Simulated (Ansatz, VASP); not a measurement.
One calculation of RbSi6, two programs

The input INCAR:

```
PREC = Accurate
ENCUT = 600
EDIFF = 1E-7
ISMEAR = 0
SIGMA = 0.1
LREAL = False
LASPH = True
NELM = 80
ALGO = Normal
ISIF = 3
LWAVE = False
LCHARG = False
GGA = PE
IBRION = 2
NSW = 90
EDIFFG = -0.04
```

Contents of KPOINTS:

```
regular mesh
0
Gamma
  4 4 4
```

The input POSCAR:

```
RbSi6
1.0
   -3.1395541100      3.1395541100      3.1395541100
    3.1395541100     -3.1395541100      3.1395541100
    3.1395541100      3.1395541100     -3.1395541100
Rb Si
1 6
Direct
    0.0000000000      0.0000000000      0.0000000000
    0.7500000000      0.2500000000      0.5000000000
    0.2500000000      0.7500000000      0.5000000000
    0.5000000000      0.2500000000      0.7500000000
    0.7500000000      0.5000000000      0.2500000000
    0.5000000000      0.7500000000      0.2500000000
    0.2500000000      0.5000000000      0.7500000000
```

Input for Ansatz:

```yaml
crystal:
  lattice:
    - [-3.13955411, 3.13955411, 3.13955411]
    - [3.13955411, -3.13955411, 3.13955411]
    - [3.13955411, 3.13955411, -3.13955411]
  atoms:
    - { symbol: Rb, position: [0.0, 0.0, 0.0] }
    - { symbol: Si, position: [0.75, 0.25, 0.5] }
    - { symbol: Si, position: [0.25, 0.75, 0.5] }
    - { symbol: Si, position: [0.5, 0.25, 0.75] }
    - { symbol: Si, position: [0.75, 0.5, 0.25] }
    - { symbol: Si, position: [0.5, 0.75, 0.25] }
    - { symbol: Si, position: [0.25, 0.5, 0.75] }
basis:
  ecutwfc: 420
kpoints:
  mp_grid: { grid: [4, 4, 4] }
hamiltonian:
  xc: pbe
scf:
  occupations: { method: gaussian, width: 0.1 }
  lower_state_search: "off"
output:
  forces: true
  stress: true
  eigenvalues: true
relax:
  adjacent_minimum: "off"
  f_tol: 0.04
  max_steps: 70
  cell: { stress_tol: 0.4 }
```

Alike in both runs: task relaxation of cell and atoms; functional PBE; k mesh 4 × 4 × 4; occupations gaussian, width 0.1 eV; no spin polarisation.

|  | VASP | Ansatz |
| --- | --- | --- |
| version | VASP 6.6.1 | Ansatz 0.2.0 |
| potentials or method | VASP PAW PBE potentials, release 64 (Rb_sv, Si), cutoff 600 eV | scalar-relativistic, plane waves, PAW |
| valence electrons in the cell | 33 | 33 |

VASP gave:

| Quantity | Value |
| --- | --- |
| gap on the k mesh at the Fermi level, each at its own relaxed structure (eV) | none |
| relaxed volume (Å³/atom) | 22.48 |
| relaxed cell length with the largest relative difference (Å) | 5.891 |

Which values does Ansatz return?

gap on the k mesh at the Fermi level, each at its own relaxed structure (eV): none; relaxed volume (Å³/atom): 22.36; relaxed cell length with the largest relative difference (Å): 5.880.

A gap of «none» marks a metal or a gap that the smearing closes.

Noted on VASP's run: the volume moved by over 15 % at a fixed basis, so the end points are rough.
